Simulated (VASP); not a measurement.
SiC, 2 atoms in the cell. The structure is cubic, space group F-43m (No. 216). Conventional cell: a = 4.348 Å, b = 4.348 Å, c = 4.348 Å, α = 90.00°, β = 90.00°, γ = 90.00°. Within 2.5 Å of Si (site symmetry -43m) lie 4 C at 1.88 Å. Within 2.5 Å of C (site symmetry -43m) lie 4 Si at 1.88 Å. 

```yaml
Program: VASP 6.6.1
Task: single point
Functional: r2SCAN
Dispersion: D4
Potentials_or_basis: VASP PAW PBE potentials, release 64 (Si, C)
Cutoff: 520 eV
k_mesh: 10 × 10 × 10
Occupations: gaussian, width 0.05 eV
Spin: no spin polarisation
Dipole_correction: no
Further_INCAR_settings: ALGO = Normal; EDIFF = 1e-07; NBANDS = 11
```

Potentials or basis: VASP PAW PBE potentials, release 64 (Si, C).

Launch:

```sh
$ cat potpaw_PBE.64/Si/POTCAR potpaw_PBE.64/C/POTCAR > POTCAR
$ cp INCAR.step1 INCAR
$ mpirun -np 1 vasp_std > vasp.out
$ cp INCAR.step2 INCAR
$ mpirun -np 1 vasp_std > vasp.out
```

Hardware: 1 thread of Intel(R) Xeon(R) Platinum 8259CL CPU @ 2.50GHz (Skylake/Cascade Lake) (shared host).

Task: How long does it take, and how much memory?

Result: Wall time 36 s on 1 thread of Intel(R) Xeon(R) Platinum 8259CL CPU @ 2.50GHz (Skylake/Cascade Lake), with other jobs on the host, peak memory 0.14 GiB. Counts: k points 47.
